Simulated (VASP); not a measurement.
Crystal: CsSn2N3.

```
Cs Sn N
1.0
     6.03598    0.00000    0.00000
    -3.01799    5.22731    0.00000
     0.00000    0.00000    3.67542
Cs Sn N
1 2 3
Direct
  0.00000 0.00000 0.00000
  0.33333 0.66667 0.00000
  0.66667 0.33333 0.00000
  0.50000 0.00000 0.50000
  0.50000 0.50000 0.50000
  0.00000 0.50000 0.50000
```

```yaml
Program: VASP 6.6.1
Task: relaxation of cell and atoms
Functional: PBE
Potentials_or_basis: VASP PAW PBE potentials, release 64 (Cs_sv, Sn_d, N)
Cutoff: 600 eV
k_mesh: 3 × 3 × 6
Occupations: gaussian, width 0.1 eV
Spin: no spin polarisation
```

At the start: pressure -8.1 GPa; volume 19.33 Å³/atom.

Question: Where does the relaxation end?

Answer: Over 8 steps the energy falls by 410.1 meV/atom and the volume is 16.08 Å³/atom (-16.8 %); space group P6/mmm (No. 191, to 0.05 Å).

The path:
```
step  energy change (eV)  largest force (eV/Å)  pressure (GPa)  volume (Å³)
   1              0.0000                0.0000           -8.07       115.97
   2             -2.4060                0.0000           -1.74        98.93
   3             -2.4198                0.0000           -3.07        99.97
   4             -2.4196                0.0000           -2.66        99.64
   5             -2.4505                0.0000            1.80        94.99
   6             -2.4560                0.0000            0.46        96.24
   7             -2.4563                0.0000           -0.41        96.66
   8             -2.4606                0.0000            0.00        96.46
```

Final structure:
```cif
data_structure
_symmetry_space_group_name_H-M 'P 1'
_symmetry_Int_Tables_number 1
_cell_length_a 6.0414
_cell_length_b 6.0414
_cell_length_c 3.0516
_cell_angle_alpha 90.000
_cell_angle_beta 90.000
_cell_angle_gamma 120.000
_cell_volume 96.46
loop_
_atom_site_label
_atom_site_type_symbol
_atom_site_fract_x
_atom_site_fract_y
_atom_site_fract_z
_atom_site_occupancy
Cs1 Cs 0.00000 0.00000 0.00000 1
Sn1 Sn 0.33333 0.66667 0.00000 1
Sn2 Sn 0.66667 0.33333 0.00000 1
N1 N 0.50000 0.00000 0.50000 1
N2 N 0.50000 0.50000 0.50000 1
N3 N 0.00000 0.50000 0.50000 1
```

Caveat: the k points lie up to 0.40 Å⁻¹ apart in the final cell; the volume moved by over 15 % at a fixed basis, so the end points are rough.
